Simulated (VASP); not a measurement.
# TiAl in VASP: notebook

The runs below take TiAl through single point, with PBEsol.

Everything below comes from runs of VASP 6.6.1. Logs are shortened: lines on timing, memory, paths and dates and some standing lists are left out, and cuts for length are marked.

**1. The cell of the first run**

The structure is orthorhombic, space group Pmmm (No. 47). Conventional cell: a = 2.925 Å, b = 3.040 Å, c = 3.156 Å, α = 90.00°, β = 90.00°, γ = 90.00°. Ti (site symmetry mmm) has 8 Al at 2.63 Å and 6 Ti at 2.92 to 3.16 Å within 3.5 Å. Al (site symmetry mmm) has 8 Ti at 2.63 Å and 6 Al at 2.92 to 3.16 Å within 3.5 Å.

**2. Single point, PBEsol (normal strain along x -0.0733, normal strain along y -0.0367)**

The input, INCAR:

```
SYSTEM = TiAl
PREC = Accurate
ENCUT = 520
EDIFF = 1E-6
ISMEAR = 0
SIGMA = 0.15
LREAL = .False.
LASPH = .True.
NELM = 100
ALGO = Fast
ISIF = 2
LWAVE = .False.
LCHARG = .True.
GGA = PS
LELF = .True.
LVHAR = .True.
NBANDS = 14
```

The input, KPOINTS:

```
regular mesh
0
Gamma
  14 14 14
  0 0 0
```

The input, POSCAR:

```
TiAl
1.0
    2.9247348007      0.0000000000      0.0000000000
    0.0000000000      3.0402471496      0.0000000000
    0.0000000000      0.0000000000      3.1560751060
Ti Al
1 1
Direct
    0.0000000000      0.0000000000      0.0000000000
    0.5000000000      0.5000000000      0.5000000000
```

Potentials or basis: VASP PAW PBE potentials, release 64 (Ti_sv, Al).

Started as:

```sh
> cat potpaw_PBE.64/Ti_sv/POTCAR potpaw_PBE.64/Al/POTCAR > POTCAR
> mpirun -np 1 vasp_std > vasp.out
```

OUTCAR:

```text
SYSTEM = TiAl
   PREC = Accurate
   ENCUT = 520
   EDIFF = 1E-6
   ISMEAR = 0
   LREAL = .False.
   LASPH = .True.
   NELM = 100
   ISIF = 2
   GGA = PS

 ion  position               nearest neighbor table
   1  0.000  0.000  0.000-   2 2.63   2 2.63   2 2.63   2 2.63   2 2.63   2 2.63   2 2.63   2 2.63

   2  0.500  0.500  0.500-   1 2.63   1 2.63   1 2.63   1 2.63   1 2.63   1 2.63   1 2.63   1 2.63

  LATTYP: Found a simple orthorhombic cell.
 ALAT       =     2.9247348007
 B/A-ratio  =     1.0394949822
 C/A-ratio  =     1.0790978742

  Lattice vectors:

 A1 = (   2.9247348007,   0.0000000000,   0.0000000000)
 A2 = (   0.0000000000,   3.0402471496,   0.0000000000)
 A3 = (   0.0000000000,   0.0000000000,   3.1560751060)

Analysis of symmetry for initial positions (statically):
=====================================================================
 Subroutine PRICEL returns:
 Original cell was already a primitive cell.

 Routine SETGRP: Setting up the symmetry group for a
 simple orthorhombic supercell.

 Subroutine GETGRP returns: Found  8 space group operations
 (whereof  8 operations were pure point group operations)
 out of a pool of  8 trial point group operations.

The static configuration has the point symmetry D_2h.

Analysis of symmetry for dynamics (positions and initial velocities):
=====================================================================
 Subroutine PRICEL returns:
 Original cell was already a primitive cell.

 Routine SETGRP: Setting up the symmetry group for a
 simple orthorhombic supercell.

 Subroutine GETGRP returns: Found  8 space group operations
 (whereof  8 operations were pure point group operations)
 out of a pool of  8 trial point group operations.

The dynamic configuration has the point symmetry D_2h.

 Subroutine INISYM returns: Found  8 space group operations
 (whereof  8 operations are pure point group operations),
 and found     1 'primitive' translations

----------------------------------------------------------------------------------------

                                     Primitive cell

  volume of cell :      28.0636

  direct lattice vectors                    reciprocal lattice vectors
     2.924734801  0.000000000  0.000000000     0.341911342  0.000000000  0.000000000
     0.000000000  3.040247150  0.000000000     0.000000000  0.328920627  0.000000000
     0.000000000  0.000000000  3.156075106     0.000000000  0.000000000  0.316849240

  length of vectors
     2.924734801  3.040247150  3.156075106     0.341911342  0.328920627  0.316849240

  position of ions in fractional coordinates (direct lattice)
     0.000000000  0.000000000  0.000000000
     0.500000000  0.500000000  0.500000000

  ion indices of the primitive-cell ions
   primitive index   ion index
                 1           1
                 2           2

----------------------------------------------------------------------------------------

 KPOINTS: regular mesh

Automatic generation of k-mesh.
 Grid dimensions read from file:
 generate k-points for:   14   14   14

 Generating k-lattice:

  Cartesian coordinates                     Fractional coordinates (reciprocal lattice)
     0.024422239  0.000000000  0.000000000     0.071428571  0.000000000  0.000000000
     0.000000000  0.023494331  0.000000000     0.000000000  0.071428571  0.000000000
     0.000000000  0.000000000  0.022632089     0.000000000  0.000000000  0.071428571

  Length of vectors
     0.024422239  0.023494331  0.022632089

  Shift w.r.t. Gamma in fractional coordinates (k-lattice)
     0.000000000  0.000000000  0.000000000

 Subroutine IBZKPT returns following result:
 ===========================================

 Found    512 irreducible k-points:

 Following reciprocal coordinates:
            Coordinates               Weight
  0.000000  0.000000  0.000000      1.000000
  0.071429  0.000000  0.000000      2.000000
  0.142857  0.000000  0.000000      2.000000
  0.214286  0.000000  0.000000      2.000000
  0.285714  0.000000  0.000000      2.000000
  0.357143  0.000000  0.000000      2.000000
[... 16 lines left out ...]
  0.428571  0.142857  0.000000      4.000000
  0.500000  0.142857  0.000000      2.000000
 [... further k-points ...]
   k-points           NKPTS =    512   k-points in BZ     NKDIM =    512   number of bands    NBANDS=     14
   number of dos      NEDOS =    301   number of ions     NIONS =      2
   total plane-waves  NPLWV =  13824
   dimension x,y,z NGX =    24 NGY =   24 NGZ =   24
   dimension x,y,z NGXF=    48 NGYF=   48 NGZF=   48
   ions per type =               1   1
   NGX,Y,Z   is equivalent  to a cutoff of  13.64, 13.12, 12.64 a.u.
   NGXF,Y,Z  is equivalent  to a cutoff of  27.28, 26.25, 25.28 a.u.
 SYSTEM =  TiAl
   PREC   = accura    normal or accurate (medium, high low for compatibility)
   ISTART =      0    job   : 0-new  1-cont  2-samecut
   ICHARG =      2    charge: 1-file 2-atom 10-const
   ISPIN  =      1    spin polarized calculation?
   LNONCOLLINEAR =      F non collinear calculations
   LSORBIT =      F    spin-orbit coupling
   LASPH  =      T    aspherical Exc in radial PAW
   ENCUT  =  520.0 eV  38.22 Ry    6.18 a.u.   5.44  5.65  5.87*2*pi/ulx,y,z
   NELM   =    100;   NELMIN=  2; NELMDL= -5     # of ELM steps
   EDIFF  = 0.1E-05   stopping-criterion for ELM
   LREAL  =      F    real-space projection
   EDIFFG = 0.1E-04   stopping-criterion for IOM
   NSW    =      0    number of steps for IOM
   IBRION =     -1    ionic relax: 0-MD 1-quasi-New 2-CG
   NFREE  =      0    steps in history (QN), initial steepest desc. (CG)
   ISIF   =      2    stress and relaxation
   ISYM   =      2    0-nonsym 1-usesym 2-fastsym
   POTIM  = 0.5000    time-step for ionic-motion
   TEBEG  =    0.0;   TEEND  =   0.0 temperature during run
   PSTRESS=    0.0 pullay stress
   NELECT =      15.0000    total number of electrons
   NUPDOWN=      -1.0000    fix difference up-down
   EMIN   =  10.00;   EMAX   =-10.00  energy-range for DOS
   EFERMI =   0.00;   METHOD = LEGACY
   ISMEAR =     0;   SIGMA  =   0.15  broadening in eV -4-tet -1-fermi 0-gaus
   EFERMI_NEDOS =   21; number of points for ismear=-14 and -15
   IALGO  =     68    algorithm
   IMIX   =      4    mixing-type and parameters
     AMIX     =   0.40;   BMIX     =  1.00
     AMIX_MAG =   1.60;   BMIX_MAG =  1.00
  volume/ion in A,a.u.               =      14.03        94.69
  Fermi-wavevector in a.u.,A,eV,Ry     =   1.328590  2.510671 24.016346  1.765152
  Thomas-Fermi vector in A             =   2.457816
   LORBIT       =      0    0 simple, 1 ext, 2 COOP (PROOUT), +10 PAW based schemes
   GGA     = PS    functional components
   LHFCALC =     F    Hartree Fock is set to
   AEXX    =    0.0000 exact exchange contribution
   IVDW    =     0    specifies the selected vdW correction
   LEPSILON=     F    determine dielectric tensor
   LRPA    =     F    only Hartree local field effects (RPA)
 non-spin polarized calculation
 RMM-DIIS sequential band-by-band and
 Gauss-broadening in eV      SIGMA  =   0.15
  energy-cutoff  :      520.00
  volume of cell :       28.06
 maximum number of plane-waves:       776
 NGX is ok and might be reduce to    24
   NGX = 11   NGY = 11   NGZ = 11

 number of electron      14.9999999 magnetization

 Free energy of the ion-electron system (eV)
  ---------------------------------------------------
  ext. energy  EPLUGINS =         0.00000000
  ---------------------------------------------------
  free energy    TOTEN  =       -12.83057430 eV

  energy without entropy =      -12.80698198  energy(sigma->0) =      -12.81877814

 E-fermi :  10.1353     XC(G=0): -11.7897

 val. band max:       10.1333566826   @ k =   0.1429   0.1429   0.3571
 cond. band min:      10.1374654991   @ k =   0.3571   0.3571   0.0000
 fundamental gap:      0.0041088165
 Fermi energy:        10.1353159872

 k-point     1 :       0.0000    0.0000    0.0000
  band No.  band energies     occupation
      1     -46.2028      2.00000
      2     -22.5521      2.00000
      3     -22.4925      2.00000
      4     -22.4086      2.00000
      5       0.3188      2.00000
      6       8.2799      2.00000
      7       8.4862      2.00000
      8      12.0681      0.00000
      9      12.3334      0.00000
     10      12.5313      0.00000
     11      14.2203      0.00000
     12      15.2845      0.00000
     13      16.5006      0.00000
     14      19.6767      0.00000

 k-point     2 :       0.0714    0.0000    0.0000
  band No.  band energies     occupation
      1     -46.2007      2.00000
      2     -22.5501      2.00000
      3     -22.4906      2.00000
      4     -22.4284      2.00000
      5       0.4175      2.00000
      6       8.3273      2.00000
      7       8.4888      2.00000
      8      12.0640      0.00000
      9      12.0846      0.00000
     10      12.3366      0.00000
     11      14.5399      0.00000
     12      15.5295      0.00000
     13      15.9620      0.00000
     14      19.7311      0.00000

 k-point     3 :       0.1429    0.0000    0.0000
  band No.  band energies     occupation
      1     -46.1948      2.00000
      2     -22.5447      2.00000
      3     -22.4855      2.00000
      4     -22.4837      2.00000
      5       0.7097      2.00000
      6       8.3945      2.00000
      7       8.5135      2.00000
      8      11.5334      0.00000
      9      11.8997      0.00000
     10      12.1311      0.00000
     11      14.9880      0.00000
     12      15.2264      0.00000
     13      16.1230      0.00000
     14      19.3182      0.00000
[... 324 lines left out ...]
 k-point    23 :       0.4286    0.1429    0.0000
  band No.  band energies     occupation
      1     -46.1572      2.00000
      2     -22.7722      2.00000
      3     -22.5097      2.00000
      4     -22.5073      2.00000
      5       3.7813      2.00000
      6       5.8638      2.00000
      7       9.5075      2.00000
      8      10.0603      1.52088
      9      10.1171      1.13628
     10      11.9652      0.00000
     11      14.1344      0.00000
     12      17.1340      0.00000
     13      18.4146      0.00000
     14      19.3698      0.00000

 k-point    24 :       0.5000    0.1429    0.0000
  band No.  band energies     occupation
      1     -46.1550      2.00000
      2     -22.7909      2.00000
      3     -22.5078      2.00000
      4     -22.5052      2.00000
      5       4.5340      2.00000
      6       5.0596      2.00000
      7       9.7309      1.99986
      8       9.9102      1.96617
      9       9.9880      1.83501
     10      11.9887      0.00000
     11      14.2094      0.00000
     12      17.1267      0.00000
     13      18.7580      0.00000
     14      20.2570      0.00000

 [... further k-points ...]

------------------------ aborting loop because EDIFF is reached ----------------------------------------

  FORCE on cell =-STRESS in cart. coord.  units (eV):
  Direction    XX          YY          ZZ          XY          YZ          ZX
  --------------------------------------------------------------------------------------
  -------------------------------------------------------------------------------------
  Total        2.8207634      2.6580498      3.4602476      0.0000000      0.0000000      0.0000000
  in kB      161.0402829    151.7508007    197.5490948      0.0000000      0.0000000      0.0000000
  external PRESSURE =     170.1133928 kB  Pullay stress =       0.0000000 kB

 VOLUME and BASIS-vectors are now :
 -----------------------------------------------------------------------------
  energy-cutoff  :      520.00
  volume of cell :       28.06
      direct lattice vectors                 reciprocal lattice vectors
     2.924734801  0.000000000  0.000000000     0.341911342  0.000000000  0.000000000
     0.000000000  3.040247150  0.000000000     0.000000000  0.328920627  0.000000000
     0.000000000  0.000000000  3.156075106     0.000000000  0.000000000  0.316849240

 POSITION                                       TOTAL-FORCE (eV/Angst)
 -----------------------------------------------------------------------------------
      0.00000      0.00000      0.00000         0.000000      0.000000      0.000000
      1.46237      1.52012      1.57804         0.000000      0.000000      0.000000
 -----------------------------------------------------------------------------------
    total drift:                                0.000000      0.000000      0.000000

  FREE ENERGIE OF THE ION-ELECTRON SYSTEM (eV)
  ---------------------------------------------------
  free  energy   TOTEN  =       -12.8305743009 eV

  energy  without entropy=      -12.8069819808  energy(sigma->0) =      -12.81877814
```

It took 97 s on 1 thread of Intel Xeon 6975P-C (Granite Rapids), shared host; peak memory 0.31 GiB.

What came out:

| Item | Value |
| --- | --- |
| Free energy | -12.8306 eV |
| Pressure | 17.0 GPa |
| Band gap on the k mesh | zero (an odd number of electrons rules out a gap without spin polarisation) |

Levels at points of the mesh, in eV from the Fermi level:
```
           k point  band 6  band 7  band 8  band 9  band 10  band 11
(0.00, 0.00, 0.00)   -1.86   -1.65    1.93    2.20     2.40     4.08
(0.50, 0.00, 0.00)   -5.45   -0.55   -0.26    0.22     2.28     4.16
(0.00, 0.50, 0.00)   -5.55   -0.69   -0.29    0.72     2.45     3.66
(0.50, 0.50, 0.00)   -1.96   -1.69   -1.53    0.41     0.53     3.52
(0.00, 0.00, 0.50)   -5.61   -0.77    0.18    0.71     2.58     3.16
(0.50, 0.00, 0.50)   -2.28   -1.76   -1.59    0.70     0.90     3.24
(0.00, 0.50, 0.50)   -2.37   -2.13   -1.68    1.13     1.21     3.11
(0.50, 0.50, 0.50)   -3.48   -3.47    1.57    3.16     3.22     3.39
```

Caveat: the cell differs from its parent crystal (normal strain along x -0.0733, normal strain along y -0.0367); the cell stands under pressure; the PAW data sets were made with another functional, which shifts forces and pressure a little.

[end of part 1 of 2]
